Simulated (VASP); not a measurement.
# BaScO2F (P4/mmm) in VASP: notebook

BaScO2F is run at these levels: LDA; tasks: single point.

Everything below comes from runs of VASP 6.6.1. Logs are shortened: lines on timing, memory, paths and dates and some standing lists are left out, and cuts for length are marked.

### 1 The cell of the first run

The structure is tetragonal, space group P4/mmm (No. 123). The conventional cell has a = 4.207 Å, b = 4.207 Å, c = 4.169 Å, α = 90.00°, β = 90.00°, γ = 90.00°. Ba (site symmetry 4/mmm) has 8 O at 2.96 Å and 4 F at 2.97 Å and 8 Sc at 3.63 Å within 3.9 Å. Within 2.8 Å of Sc (site symmetry 4/mmm) lie 2 F at 2.08 Å and 4 O at 2.10 Å. O (site symmetry mmm) has 2 Sc at 2.10 Å within 2.8 Å. F (site symmetry 4/mmm) has 2 Sc at 2.08 Å within 2.8 Å.

### 2 Single point, LDA (strain -0.0100 x Voigt [0, 0, 1, 0, 0, 0])

Input file INCAR:

```
SYSTEM = BaScO2F
PREC     = Accurate       ! precision mode
ENCUT    = 520            ! plane-wave cutoff, eV
EDIFF    = 1E-6           ! SCF threshold, eV
ISMEAR   = 0              ! smearing method
SIGMA    = 0.05           ! smearing width, eV
LREAL    = .False.        ! projectors in reciprocal space
LASPH    = .True.         ! aspherical terms in the spheres
NELM     = 100            ! most SCF steps
ALGO     = Normal         ! electronic algorithm
ISIF     = 2              ! what is computed and relaxed
LWAVE    = .False.        ! write WAVECAR
LCHARG   = .False.        ! write CHGCAR
GGA      = CA             ! functional
NBANDS   = 28             ! bands
```

Input file KPOINTS:

```
Automatic mesh
0
Gamma
  6 6 6
  0 0 0
```

Input file POSCAR:

```
BaScO2F
1.0
    4.2069470000      0.0000000000      0.0000000000
    0.0000000000      4.2069470000      0.0000000000
    0.0000000000      0.0000000000      4.1692988700
Ba Sc O F
1 1 2 1
Direct
    0.5000000000      0.5000000000      0.5000000000
    0.0000000000      0.0000000000      0.0000000000
    0.5000000000      0.0000000000      0.0000000000
    0.0000000000      0.5000000000      0.0000000000
    0.0000000000      0.0000000000      0.5000000000
```

Potentials or basis: VASP PAW LDA potentials, release 64 (Ba_sv, Sc_sv, O, F).

Run with:

```bash
> cat potpaw_LDA.64/Ba_sv/POTCAR potpaw_LDA.64/Sc_sv/POTCAR potpaw_LDA.64/O/POTCAR potpaw_LDA.64/F/POTCAR > POTCAR
> mpirun -np 1 vasp_std > vasp.out
```

OUTCAR:

```text
SYSTEM = BaScO2F
   PREC = Accurate
   ENCUT = 520
   EDIFF = 1E-6
   ISMEAR = 0
   LREAL = .False.
   LASPH = .True.
   NELM = 100
   ISIF = 2
   GGA = CA

 ion  position               nearest neighbor table
   1  0.500  0.500  0.500-   3 2.96   4 2.96   3 2.96   4 2.96   3 2.96   3 2.96   4 2.96   4 2.96
                             5 2.97   5 2.97   5 2.97   5 2.97   2 3.63   2 3.63   2 3.63   2 3.63
   2  0.000  0.000  0.000-   5 2.08   5 2.08   3 2.10   4 2.10   4 2.10   3 2.10   1 3.63   1 3.63
                             1 3.63   1 3.63   1 3.63   1 3.63   1 3.63   1 3.63
   3  0.500  0.000  0.000-   2 2.10   2 2.10   1 2.96   1 2.96   1 2.96   1 2.96
   4  0.000  0.500  0.000-   2 2.10   2 2.10   1 2.96   1 2.96   1 2.96   1 2.96
   5  0.000  0.000  0.500-   2 2.08   2 2.08   1 2.97   1 2.97   1 2.97   1 2.97

  LATTYP: Found a simple tetragonal cell.
 ALAT       =     4.2069470000
 C/A-ratio  =     0.9910509617

  Lattice vectors:

 A1 = (   4.2069470000,   0.0000000000,   0.0000000000)
 A2 = (   0.0000000000,   4.2069470000,   0.0000000000)
 A3 = (   0.0000000000,   0.0000000000,   4.1692988700)

Analysis of symmetry for initial positions (statically):
=====================================================================
 Subroutine PRICEL returns:
 Original cell was already a primitive cell.

 Routine SETGRP: Setting up the symmetry group for a
 simple tetragonal supercell.

 Subroutine GETGRP returns: Found 16 space group operations
 (whereof 16 operations were pure point group operations)
 out of a pool of 16 trial point group operations.

The static configuration has the point symmetry D_4h.

Analysis of symmetry for dynamics (positions and initial velocities):
=====================================================================
 Subroutine PRICEL returns:
 Original cell was already a primitive cell.

 Routine SETGRP: Setting up the symmetry group for a
 simple tetragonal supercell.

 Subroutine GETGRP returns: Found 16 space group operations
 (whereof 16 operations were pure point group operations)
 out of a pool of 16 trial point group operations.

The dynamic configuration has the point symmetry D_4h.

 Subroutine INISYM returns: Found 16 space group operations
 (whereof 16 operations are pure point group operations),
 and found     1 'primitive' translations

----------------------------------------------------------------------------------------

                                     Primitive cell

  volume of cell :      73.7899
[... 92 lines left out ...]
   LASPH  =      T    aspherical Exc in radial PAW
   ENCUT  =  520.0 eV  38.22 Ry    6.18 a.u.   7.82  7.82  7.75*2*pi/ulx,y,z
   NELM   =    100;   NELMIN=  2; NELMDL= -5     # of ELM steps
   EDIFF  = 0.1E-05   stopping-criterion for ELM
   LREAL  =      F    real-space projection
   EDIFFG = 0.1E-04   stopping-criterion for IOM
   NSW    =      0    number of steps for IOM
   IBRION =     -1    ionic relax: 0-MD 1-quasi-New 2-CG
   NFREE  =      0    steps in history (QN), initial steepest desc. (CG)
   ISIF   =      2    stress and relaxation
   ISYM   =      2    0-nonsym 1-usesym 2-fastsym
   POTIM  = 0.5000    time-step for ionic-motion
   TEBEG  =    0.0;   TEEND  =   0.0 temperature during run
   PSTRESS=    0.0 pullay stress
   NELECT =      40.0000    total number of electrons
   NUPDOWN=      -1.0000    fix difference up-down
   EMIN   =  10.00;   EMAX   =-10.00  energy-range for DOS
   EFERMI =   0.00;   METHOD = LEGACY
   ISMEAR =     0;   SIGMA  =   0.05  broadening in eV -4-tet -1-fermi 0-gaus
   EFERMI_NEDOS =   21; number of points for ismear=-14 and -15
   IALGO  =     38    algorithm
   IMIX   =      4    mixing-type and parameters
     AMIX     =   0.40;   BMIX     =  1.00
     AMIX_MAG =   1.60;   BMIX_MAG =  1.00
  volume/ion in A,a.u.               =      14.76        99.59
  Fermi-wavevector in a.u.,A,eV,Ry     =   1.334840  2.522481 24.242821  1.781797
  Thomas-Fermi vector in A             =   2.463590
   LORBIT       =      0    0 simple, 1 ext, 2 COOP (PROOUT), +10 PAW based schemes
   GGA     = CA    functional components
   LHFCALC =     F    Hartree Fock is set to
   AEXX    =    0.0000 exact exchange contribution
   IVDW    =     0    specifies the selected vdW correction
   LEPSILON=     F    determine dielectric tensor
   LRPA    =     F    only Hartree local field effects (RPA)
 non-spin polarized calculation
 Gauss-broadening in eV      SIGMA  =   0.05
  energy-cutoff  :      520.00
  volume of cell :       73.79
 maximum number of plane-waves:      2008
 NGX is ok and might be reduce to    32
   NGX = 15   NGY = 15   NGZ = 15

 number of electron      39.9999988 magnetization

 Free energy of the ion-electron system (eV)
  ---------------------------------------------------
  ext. energy  EPLUGINS =         0.00000000
  ---------------------------------------------------
  free energy    TOTEN  =       -40.19626642 eV

  energy without entropy =      -40.19626642  energy(sigma->0) =      -40.19626642

 E-fermi :   2.8536     XC(G=0): -10.9593

 val. band max:        2.5870595432   @ k =   0.5000   0.5000   0.5000
 cond. band min:       5.4989310296   @ k =   0.0000   0.0000   0.0000
 fundamental gap:      2.9118714864
 Fermi energy:         2.8536091597

 k-point     1 :       0.0000    0.0000    0.0000
  band No.  band energies     occupation
      1     -44.8257      2.00000
      2     -24.1284      2.00000
      3     -23.7551      2.00000
      4     -23.7551      2.00000
      5     -23.5249      2.00000
      6     -21.2157      2.00000
[... 733 lines left out ...]
     27       9.7633      0.00000
     28      10.3831      0.00000

 [... further k-points ...]
[... 5 lines left out ...]
  --------------------------------------------------------------------------------------
  -------------------------------------------------------------------------------------
  Total       -3.7083957     -3.7083957     -2.9988105      0.0000000      0.0000000      0.0000000
  in kB      -80.5192158    -80.5192158    -65.1122199      0.0000000      0.0000000      0.0000000
  external PRESSURE =     -75.3835505 kB  Pullay stress =       0.0000000 kB

 VOLUME and BASIS-vectors are now :
 -----------------------------------------------------------------------------
  energy-cutoff  :      520.00
  volume of cell :       73.79
      direct lattice vectors                 reciprocal lattice vectors
     4.206947000  0.000000000  0.000000000     0.237702068  0.000000000  0.000000000
     0.000000000  4.206947000  0.000000000     0.000000000  0.237702068  0.000000000
     0.000000000  0.000000000  4.169298870     0.000000000  0.000000000  0.239848481

 POSITION                                       TOTAL-FORCE (eV/Angst)
 -----------------------------------------------------------------------------------
      2.10347      2.10347      2.08465         0.000000      0.000000      0.000000
      0.00000      0.00000      0.00000         0.000000      0.000000      0.000000
      2.10347      0.00000      0.00000         0.000000      0.000000      0.000000
      0.00000      2.10347      0.00000         0.000000      0.000000      0.000000
      0.00000      0.00000      2.08465         0.000000      0.000000      0.000000
 -----------------------------------------------------------------------------------
    total drift:                                0.000000      0.000000     -0.000000

  FREE ENERGIE OF THE ION-ELECTRON SYSTEM (eV)
  ---------------------------------------------------
  free  energy   TOTEN  =       -40.1962664224 eV

  energy  without entropy=      -40.1962664224  energy(sigma->0) =      -40.19626642
```

stdout:

```text
POSCAR found type information on POSCAR BaScO F
 POSCAR found :  4 types and       5 ions
 scaLAPACK will be used
 LDA part: xc-table for (Slater(with rela. corr.)+CA(PZ))
 , standard interpolation
 POSCAR, INCAR and KPOINTS ok, starting setup
 FFT: planning ... GRIDC
 FFT: planning ... GRID_SOFT
 FFT: planning ... GRID
 WAVECAR not read
 entering main loop
```

It took 24 s on 1 thread of Intel Xeon 6975P-C (Granite Rapids), shared host; peak memory 0.22 GiB.

What came out:

```yaml
Free_energy: -40.1963 eV
Pressure: -7.5 GPa
Band_gap_on_the_k_mesh: 2.91 eV, indirect (least direct gap 3.28 eV)
```

Stress tensor (GPa, compression positive):
```
-8.05  0.00  0.00
 0.00 -8.05  0.00
 0.00  0.00 -6.51
```

Levels at points of the mesh, in eV from the valence-band top:
| k point | band 16 | band 17 | band 18 | band 19 | band 20 | band 21 | band 22 | band 23 | band 24 | band 25 |
| --- | --- | --- | --- | --- | --- | --- | --- | --- | --- | --- |
| (0.00, 0.00, 0.00) | -1.64 | -1.11 | -1.10 | -0.36 | -0.36 | 2.91 | 2.91 | 3.11 | 3.22 | 3.60 |
| (0.50, 0.00, 0.00) | -1.78 | -1.74 | -1.71 | -1.51 | -1.14 | 3.27 | 4.66 | 4.69 | 4.96 | 5.11 |
| (0.50, 0.50, 0.00) | -3.54 | -2.88 | -2.41 | -2.41 | -0.10 | 4.29 | 4.70 | 4.70 | 5.37 | 6.62 |
| (0.00, 0.00, 0.50) | -2.30 | -2.27 | -1.98 | -0.52 | -0.52 | 3.57 | 4.09 | 4.09 | 5.26 | 5.57 |
| (0.50, 0.00, 0.50) | -2.23 | -1.81 | -1.23 | -1.16 | -0.93 | 3.81 | 4.97 | 5.04 | 5.70 | 6.01 |
| (0.50, 0.50, 0.50) | -2.86 | -2.28 | -1.28 | -1.28 | 0.00 | 4.19 | 5.18 | 5.18 | 5.36 | 5.36 |

Caveat: the cell differs from its parent crystal (strain -0.0100 x Voigt [0, 0, 1, 0, 0, 0]); spin-orbit coupling is left out, which moves the levels of the heavy elements.

### 3 Single point, LDA (strain +0.0100 x Voigt [0, 0, 1, 0, 0, 0])

Input file INCAR:

```
SYSTEM = BaScO2F
ALGO = Normal
EDIFF = 1E-6
ENCUT = 520
GGA = CA
ISIF = 2
ISMEAR = 0
LASPH = .True.
LCHARG = .False.
LREAL = .False.
LWAVE = .False.
NBANDS = 28
NELM = 80
PREC = Accurate
SIGMA = 0.05
```

Input file KPOINTS:

```
k-points
0
Gamma
  6 6 6
  0 0 0
```

Edit POSCAR of step 2 so:

```diff
@@ -4,3 +4,3 @@
     0.0000000000      4.2069470000      0.0000000000
-    0.0000000000      0.0000000000      4.1692988700
+    0.0000000000      0.0000000000      4.2535271300
 Ba Sc O F
```

Potentials or basis: VASP PAW LDA potentials, release 64 (Ba_sv, Sc_sv, O, F).

Run with:

```bash
> cat potpaw_LDA.64/Ba_sv/POTCAR potpaw_LDA.64/Sc_sv/POTCAR potpaw_LDA.64/O/POTCAR potpaw_LDA.64/F/POTCAR > POTCAR
> mpirun -np 1 vasp_std > vasp.out
```

It took 26 s on 1 thread of Intel Xeon 6975P-C (Granite Rapids), shared host; peak memory 0.22 GiB.

The run converged. Its results:

| Property | Result |
| --- | --- |
| Free energy | -40.1188 eV |
| Pressure | -9.4 GPa |
| Band gap on the k mesh | 2.83 eV, indirect (least direct gap 3.22 eV) |

Stress tensor (GPa, compression positive):
```
 -8.88   0.00   0.00
  0.00  -8.88   0.00
  0.00   0.00 -10.39
```

Levels at points of the mesh, in eV from the valence-band top:
```tsv
k point	band 17	band 18	band 19	band 20	band 21	band 22	band 23	band 24
(0.00, 0.00, 0.00)	-1.19	-1.15	-0.39	-0.39	2.83	2.83	3.07	3.10
(0.50, 0.00, 0.00)	-1.79	-1.78	-1.56	-1.18	3.19	4.49	4.62	4.84
(0.50, 0.50, 0.00)	-2.92	-2.46	-2.46	-0.09	4.03	4.63	4.63	5.34
(0.00, 0.00, 0.50)	-2.28	-1.97	-0.54	-0.54	3.52	3.92	3.92	4.99
(0.50, 0.00, 0.50)	-1.87	-1.26	-1.23	-1.00	3.66	4.91	4.91	5.52
(0.50, 0.50, 0.50)	-2.40	-1.39	-1.39	0.00	4.07	5.05	5.05	5.17
```

Caveat: the cell differs from its parent crystal (strain +0.0100 x Voigt [0, 0, 1, 0, 0, 0]); spin-orbit coupling is left out, which moves the levels of the heavy elements. A k mesh can miss the band edges.

[end of part 1 of 2]
